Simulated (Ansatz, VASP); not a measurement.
One calculation of GaN, two programs

```
Ga N
1.0
     0.00000    2.24894    2.24894
     2.24894    0.00000    2.24894
     2.24894    2.24894    0.00000
Ga N
1 1
Direct
  0.00000 0.00000 0.00000
  0.77888 0.74037 0.74037
```

Change from the starting cell: all N atoms moved -0.075 Å, as atom 2 towards its neighbour atom 1 (Ga) at 1.948 Å.

Alike in both runs: task single point; functional r2SCAN; k mesh 10 × 10 × 10; occupations gaussian, width 0.05 eV; no spin polarisation.

|  | VASP | Ansatz |
| --- | --- | --- |
| version | VASP 6.6.1 | Ansatz 0.2.0 |
| potentials or method | VASP PAW PBE potentials, release 64 (Ga_d, N_h), cutoff 1460 eV | scalar-relativistic, plane waves, PAW |
| valence electrons in the cell | 18 | 18 |

|  | VASP | Ansatz | Ansatz less VASP |
| --- | --- | --- | --- |
| gap on the k mesh at the Fermi level (eV) | 2.01 | 2.02 | +0.006 |
| least direct gap on the mesh (eV) | 2.01 | 2.02 | +0.006 |
| pressure (GPa) | 1.6 | 0.5 | -1.12 |
| traceless stress, the component that is largest in VASP (GPa) | 2.20 | 2.09 | -0.111 |
| rms of the force components (eV/Å) | 0.465 | 0.457 | -0.0085 |

VASP's potentials were made for PBE, not for r2SCAN. Atom by atom the forces differ by 0.009 eV/Å (rms over components).
